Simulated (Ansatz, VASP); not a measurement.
## One calculation of I, two programs

Contents of INCAR:

```
PREC = Accurate ; ENCUT = 600
EDIFF = 1E-7 ; ISMEAR = -1
SIGMA = 0.05 ; LREAL = F
LASPH = T ; NELM = 80
ALGO = Normal ; ISIF = 3
LWAVE = F ; LCHARG = F
GGA = CA ; IBRION = 2
NSW = 80 ; EDIFFG = -0.005
```

KPOINTS

```
Automatic mesh
0
Gamma
  9 9 9
```

Contents of POSCAR:

```
I
1.0
    0.0000000000      2.3656004428      3.9098401324
    2.1922454667      0.0000000000      3.9098401324
    2.1922454667      2.3656004428      0.0000000000
I
1
Direct
    0.0000000000      0.0000000000      0.0000000000
```

File input.yaml:

```yaml
crystal:
  lattice:
    - [0.0, 2.3656004428, 3.9098401324]
    - [2.1922454667, 0.0, 3.9098401324]
    - [2.1922454667, 2.3656004428, 0.0]
  atoms:
    - { symbol: I, position: [0.0, 0.0, 0.0] }
kpoints:
  mp_grid: { grid: [9, 9, 9] }
scf:
  occupations: { method: fermi_dirac, width: 0.05 }
hamiltonian:
  xc: lda
  pseudopotentials: { kind: all_electron, lapw: { basis_error: 0.001 } }
output:
  forces: true
  stress: true
relax:
  f_tol: 0.005
  max_steps: 60
  cell: {}
```

Alike in both runs: task relaxation of cell and atoms; functional LDA; k mesh 9 × 9 × 9; occupations fermi-dirac, width 0.05 eV; no spin polarisation.

|  | VASP | Ansatz |
| --- | --- | --- |
| version | VASP 6.6.1 | Ansatz 0.2.0 |
| potentials or method | VASP PAW LDA potentials, release 64 (I), cutoff 600 eV | all-electron LAPW, scalar-relativistic |

|  | VASP | Ansatz | Ansatz less VASP |
| --- | --- | --- | --- |
| relaxed volume (Å³/atom) | 35.09 | 35.12 | +0.037 |
| relaxed length of the cell vector where the two differ most in proportion (Å) | 4.189 | 4.201 | +0.0127 |

LDA's correlation is that of Perdew and Zunger in VASP and of Perdew and Wang (1992) in Ansatz. Ansatz ran all-electron here, and VASP with PAW potentials.

Neither program's run includes spin-orbit coupling.
